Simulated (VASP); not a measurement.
Here is a VASP 6.6.1 calculation.

The input POSCAR:

```
Sb
1.0
    3.3184651768      0.0000000000      0.0000000000
   -1.6592325884      2.9614043369      0.0000000000
    0.0000000000      0.0000000000      5.3300000000
Sb
2
Direct
    0.3333333333      0.6666666667      0.2500000000
    0.6666666667      0.3333333333      0.7500000000
```

The input INCAR.step1:

```
SYSTEM = Sb
  PREC = Accurate
  ENCUT = 520
  ISMEAR = 0
  SIGMA = 0.15
  LREAL = .False.
  LASPH = .True.
  NELM = 60
  NBANDS = 12
  GGA = PE
  ALGO = Normal
  EDIFF = 1E-4
  LWAVE = .True.
  LCHARG = .False.
```

Contents of INCAR.step2:

```
SYSTEM = Sb
  PREC = Accurate
  ENCUT = 520
  EDIFF = 1E-6
  ISMEAR = 0
  SIGMA = 0.15
  LREAL = .False.
  LASPH = .True.
  NELM = 60
  ALGO = Normal
  ISIF = 2
  LWAVE = .False.
  LCHARG = .False.
  METAGGA = R2SCAN
  LMIXTAU = .True.
  NBANDS = 12
  ISTART = 1
```

The input KPOINTS:

```
Automatic mesh
0
Gamma
  18 18 10
  0 0 0
```

Potentials or basis: VASP PAW PBE potentials, release 64 (Sb).

Launch:

```bash
$ cat potpaw_PBE.64/Sb/POTCAR > POTCAR
$ cp INCAR.step1 INCAR
$ mpirun -np 1 vasp_std > vasp.out
$ cp INCAR.step2 INCAR
$ mpirun -np 1 vasp_std > vasp.out
```

(1) Predict the band gap on the k mesh.

(2) Predict the largest force.

(3) Estimate the pressure.

Results:

(1) zero (bands 5 and 6 overlap by 7.74 eV).

(2) 0.028 eV/Å.

(3) 2.2 GPa.

Caveat: the cell differs from its parent crystal (strain -0.0150 x Voigt [1, -1, 0, 0, 0, 0]); the PAW data sets were made with another functional, which shifts forces and pressure a little; spin-orbit coupling is left out, which moves the levels of the heavy elements.
